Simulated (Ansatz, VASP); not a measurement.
Two plane-wave programs on Ir

```xyz
1
Lattice="0.0000 1.9427 1.9427 1.9427 0.0000 1.9427 1.9427 1.9427 0.0000" Properties=species:S:1:pos:R:3 pbc="T T T"
Ir    0.0000    0.0000    0.0000
```

Alike in both runs: task single point; functional PBE; k mesh 8 × 8 × 8; occupations gaussian, width 0.1 eV; no spin polarisation.

```csv
,VASP,Ansatz
version,VASP 6.6.1,Ansatz 0.2.0
potentials or method,"VASP PAW PBE potentials, release 64 (Ir), cutoff 520 eV","scalar-relativistic, plane waves, PAW"
valence electrons in the cell,9,17
```

|  | VASP | Ansatz | Ansatz less VASP |
| --- | --- | --- | --- |
| gap on the k mesh at the Fermi level (eV) | none | none | - |
| pressure (GPa) | -2.1 | -2.6 | -0.45 |

A gap of «none» marks a metal or a gap that the smearing closes. VASP's potentials hold 9 valence electrons a cell and Ansatz's 17, so a difference there can come from the potentials and not from the codes.

Spin-orbit coupling is off throughout.
